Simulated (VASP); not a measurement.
# Pd (P6/mmm) in VASP: further runs

The runs below take Pd through single point, relaxation of cell and atoms, with revPBE.

All numbers are computed with VASP 6.6.1; they aren't measurements. Logs are shortened: lines on timing, memory, paths and dates and some standing lists are left out, and cuts for length are marked.

## Step 1: The cell of the first run

Symmetry: P6/mmm, No. 191, hexagonal system. The conventional cell has a = 4.710 Å, b = 4.710 Å, c = 2.803 Å, α = 90.00°, β = 90.00°, γ = 120.00°. Pd (site symmetry 6/mmm) has 14 Pd at 2.80 to 3.06 Å within 3.7 Å. Within 3.6 Å of Pd (site symmetry -6m2) lie 11 Pd at 2.72 to 3.06 Å.

This isn't the form of Pd at room conditions, which is fcc.

## Step 2: Single point, revPBE (17.95 Å³/atom)

INCAR

```
PREC = Accurate
ENCUT = 520
EDIFF = 1E-6
ISMEAR = -1
SIGMA = 0.1
LREAL = F
LASPH = T
NELM = 80
ALGO = Normal
ISIF = 2
LWAVE = F
LCHARG = F
GGA = RE
NBANDS = 22
```

KPOINTS

```
regular mesh
0
Gamma
  9 9 13
```

POSCAR

```
Pd
1.0
    4.7099228060      0.0000000000      0.0000000000
   -2.3549614030      4.0789127998      0.0000000000
    0.0000000000      0.0000000000      2.8029806908
Pd
3
Direct
    0.0000000000      0.0000000000      1.0000000000
    0.3333333333      0.6666666667      0.5000000000
    0.6666666667      0.3333333333      0.5000000000
```

Potentials or basis: VASP PAW PBE potentials, release 64 (Pd).

Started as:

```console
$ cat potpaw_PBE.64/Pd/POTCAR > POTCAR
$ mpirun -np 1 vasp_std > vasp.out
```

OUTCAR:

```text
PREC = Accurate
   ENCUT = 520
   EDIFF = 1E-6
   ISMEAR = -1
   LREAL = F
   LASPH = T
   NELM = 80
   ISIF = 2
   GGA = RE

 ion  position               nearest neighbor table
   1  0.000  0.000  0.000-   2 3.06   3 3.06   2 3.06   3 3.06   2 3.06   2 3.06   3 3.06   3 3.06
                             3 3.06   3 3.06   2 3.06   2 3.06
   2  0.333  0.667  0.500-   3 2.72   3 2.72   3 2.72   1 3.06   1 3.06   1 3.06   1 3.06   1 3.06
                             1 3.06
   3  0.667  0.333  0.500-   2 2.72   2 2.72   2 2.72   1 3.06   1 3.06   1 3.06   1 3.06   1 3.06
                             1 3.06

  LATTYP: Found a hexagonal cell.
 ALAT       =     4.7099228060
 C/A-ratio  =     0.5951224269

  Lattice vectors:

 A1 = (   4.7099228060,   0.0000000000,   0.0000000000)
 A2 = (  -2.3549614030,   4.0789127998,   0.0000000000)
 A3 = (   0.0000000000,   0.0000000000,   2.8029806908)

Analysis of symmetry for initial positions (statically):
=====================================================================
 Subroutine PRICEL returns:
 Original cell was already a primitive cell.

 Routine SETGRP: Setting up the symmetry group for a
 hexagonal supercell.

 Subroutine GETGRP returns: Found 24 space group operations
 (whereof 24 operations were pure point group operations)
 out of a pool of 24 trial point group operations.

The static configuration has the point symmetry D_6h.

Analysis of symmetry for dynamics (positions and initial velocities):
=====================================================================
 Subroutine PRICEL returns:
 Original cell was already a primitive cell.

 Routine SETGRP: Setting up the symmetry group for a
 hexagonal supercell.

 Subroutine GETGRP returns: Found 24 space group operations
 (whereof 24 operations were pure point group operations)
 out of a pool of 24 trial point group operations.

The dynamic configuration has the point symmetry D_6h.

 Subroutine INISYM returns: Found 24 space group operations
 (whereof 24 operations are pure point group operations),
 and found     1 'primitive' translations

----------------------------------------------------------------------------------------

                                     Primitive cell

  volume of cell :      53.8491

[... 84 lines left out ...]
   ISPIN  =      1    spin polarized calculation?
   LNONCOLLINEAR =      F non collinear calculations
   LSORBIT =      F    spin-orbit coupling
   LASPH  =      T    aspherical Exc in radial PAW
   ENCUT  =  520.0 eV  38.22 Ry    6.18 a.u.   8.76  8.76  5.21*2*pi/ulx,y,z
   NELM   =     80;   NELMIN=  2; NELMDL= -5     # of ELM steps
   EDIFF  = 0.1E-05   stopping-criterion for ELM
   LREAL  =      F    real-space projection
   EDIFFG = 0.1E-04   stopping-criterion for IOM
   NSW    =      0    number of steps for IOM
   IBRION =     -1    ionic relax: 0-MD 1-quasi-New 2-CG
   NFREE  =      0    steps in history (QN), initial steepest desc. (CG)
   ISIF   =      2    stress and relaxation
   ISYM   =      2    0-nonsym 1-usesym 2-fastsym
   POTIM  = 0.5000    time-step for ionic-motion
   TEBEG  =    0.0;   TEEND  =   0.0 temperature during run
   PSTRESS=    0.0 pullay stress
   NELECT =      30.0000    total number of electrons
   NUPDOWN=      -1.0000    fix difference up-down
   EMIN   =  10.00;   EMAX   =-10.00  energy-range for DOS
   EFERMI =   0.00;   METHOD = LEGACY
   ISMEAR =    -1;   SIGMA  =   0.10  broadening in eV -4-tet -1-fermi 0-gaus
   EFERMI_NEDOS =   21; number of points for ismear=-14 and -15
   IALGO  =     38    algorithm
   IMIX   =      4    mixing-type and parameters
     AMIX     =   0.40;   BMIX     =  1.00
     AMIX_MAG =   1.60;   BMIX_MAG =  1.00
  volume/ion in A,a.u.               =      17.95       121.13
  Fermi-wavevector in a.u.,A,eV,Ry     =   1.347067  2.545587 24.688983  1.814589
  Thomas-Fermi vector in A             =   2.474848
   LORBIT       =      0    0 simple, 1 ext, 2 COOP (PROOUT), +10 PAW based schemes
   GGA     = RE    functional components
   LHFCALC =     F    Hartree Fock is set to
   AEXX    =    0.0000 exact exchange contribution
   IVDW    =     0    specifies the selected vdW correction
   LEPSILON=     F    determine dielectric tensor
   LRPA    =     F    only Hartree local field effects (RPA)
 non-spin polarized calculation
  energy-cutoff  :      520.00
  volume of cell :       53.85
 maximum number of plane-waves:      1486
 NGX is ok and might be reduce to    36
   NGX = 17   NGY = 17   NGZ = 11

 number of electron      29.9999994 magnetization

 Free energy of the ion-electron system (eV)
  ---------------------------------------------------
  ext. energy  EPLUGINS =         0.00000000
  ---------------------------------------------------
  free energy    TOTEN  =       -13.79039370 eV

  energy without entropy =      -13.58207816  energy(sigma->0) =      -13.68623593

 E-fermi :   6.9505     XC(G=0): -11.8902

 val. band max:        6.9501118446   @ k =   0.4444   0.0000   0.4615
 cond. band min:       6.9512293735   @ k =   0.1111   0.1111   0.0000
 fundamental gap:      0.0011175289
 Fermi energy:         6.9504729518

 k-point     1 :       0.0000    0.0000    0.0000
  band No.  band energies     occupation
      1       1.2141      2.00000
      2       3.0633      2.00000
      3       4.1955      2.00000
      4       4.5096      2.00000
      5       4.5244      2.00000
      6       4.5244      2.00000
[... 589 lines left out ...]
     21      17.5194      0.00000
     22      22.9179      0.00000

 [... further k-points ...]

------------------------ aborting loop because EDIFF is reached ----------------------------------------

  FORCE on cell =-STRESS in cart. coord.  units (eV):
  Direction    XX          YY          ZZ          XY          YZ          ZX
  --------------------------------------------------------------------------------------
  -------------------------------------------------------------------------------------
  Total       -4.0104285     -4.0104285     -3.9600362      0.0000000      0.0000000      0.0000000
  in kB     -119.3226915   -119.3226915   -117.8233651      0.0000000      0.0000000      0.0000000
  external PRESSURE =    -118.8229161 kB  Pullay stress =       0.0000000 kB

 VOLUME and BASIS-vectors are now :
 -----------------------------------------------------------------------------
  energy-cutoff  :      520.00
  volume of cell :       53.85
      direct lattice vectors                 reciprocal lattice vectors
     4.709922806  0.000000000  0.000000000     0.212317705  0.122581684  0.000000000
    -2.354961403  4.078912800  0.000000000     0.000000000  0.245163368  0.000000000
     0.000000000  0.000000000  2.802980691     0.000000000  0.000000000  0.356763071

 POSITION                                       TOTAL-FORCE (eV/Angst)
 -----------------------------------------------------------------------------------
      0.00000      0.00000      0.00000        -0.000000      0.000000     -0.000000
     -0.00000      2.71928      1.40149        -0.000000      0.000000      0.000000
      2.35496      1.35964      1.40149         0.000000      0.000000     -0.000000
 -----------------------------------------------------------------------------------
    total drift:                                0.000000      0.000000     -0.000000

  FREE ENERGIE OF THE ION-ELECTRON SYSTEM (eV)
  ---------------------------------------------------
  free  energy   TOTEN  =       -13.7903937044 eV

  energy  without entropy=      -13.5820781582  energy(sigma->0) =      -13.68623593
```

Run time: 39 s. Hardware: 1 thread of Intel Xeon 6975P-C (Granite Rapids), shared host; peak memory 0.22 GiB.

Results:

```
Free energy            : -13.7904 eV
Pressure               : -11.9 GPa
Band gap on the k mesh : zero (bands 15 and 16 overlap by 0.65 eV)
```

Levels at points of the mesh, in eV from the Fermi level:
```tsv
k point	band 13	band 14	band 15	band 16	band 17	band 18	band 19	band 20
(0.00, 0.00, 0.00)	-1.10	-1.10	0.04	0.04	6.67	6.67	6.68	6.68
```

Caveat: the cell stands under tension; the PAW data sets were made with another functional, which shifts forces and pressure a little.

(Continued in part 2 of 2.)
